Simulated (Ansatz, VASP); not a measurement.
**One calculation of CdS, two programs**

```
CELL_PARAMETERS angstrom
0.00000 2.66973 2.66973
2.66973 0.00000 2.66973
2.66973 2.66973 0.00000
ATOMIC_POSITIONS crystal
Cd 0.00000 0.00000 0.00000
S 0.50000 0.50000 0.50000
```

Alike in both runs: task single point; functional LDA; k mesh 14 × 14 × 14; occupations fermi-dirac, width 0.05 eV; no spin polarisation.

|  | VASP | Ansatz |
| --- | --- | --- |
| version | VASP 6.6.1 | Ansatz 0.2.0 |
| potentials or method | VASP PAW LDA potentials, release 64 (Cd, S), cutoff 520 eV | all-electron LAPW, scalar-relativistic |

Ansatz gave:

- pressure (GPa): 0.0

Q: Which values does VASP return?

A: Pressure (GPa): 0.7.

LDA's correlation is that of Perdew and Zunger in VASP and of Perdew and Wang (1992) in Ansatz. Ansatz ran all-electron here, and VASP with PAW potentials.
